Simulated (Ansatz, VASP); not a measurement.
**Te in VASP and in Ansatz**

```
Te
1.0
     6.17008    0.00000    0.00000
     0.00000    6.17008    0.00000
     0.00000    0.00000    6.17008
Te
8
Direct
  0.00000 0.00000 0.00000
  0.50000 0.50000 0.50000
  0.25000 0.00000 0.50000
  0.75000 0.00000 0.50000
  0.50000 0.25000 0.00000
  0.50000 0.75000 0.00000
  0.00000 0.50000 0.25000
  0.00000 0.50000 0.75000
```

Alike in both runs: functional r2SCAN; k mesh 4 × 4 × 4; occupations fermi-dirac, width 0.1 eV; no spin polarisation.

Ansatz relaxed the structure, and its values are those at the end. VASP's run is a single point on that final structure, the one shown.

|  | VASP | Ansatz |
| --- | --- | --- |
| version | VASP 6.6.1 | Ansatz 0.2.0 |
| potentials or method | VASP PAW PBE potentials, release 64 (Te), cutoff 520 eV | plane waves (500 eV) with PAW, scalar-relativistic |
| valence electrons in the cell | 48 | 128 |

Ansatz gave:

| Item | Value |
| --- | --- |
| pressure (GPa) | 0.0 |

**Question.** What did VASP give for the same quantities?

**Answer.** Pressure (GPa): -0.1.

VASP's potentials were made for PBE, not for r2SCAN. With one functional, cell and mesh, what is left measures potentials, basis and numerics. VASP's potentials hold 48 valence electrons a cell and Ansatz's 128, so a difference there can come from the potentials and not from the codes.

Spin-orbit coupling is off throughout.
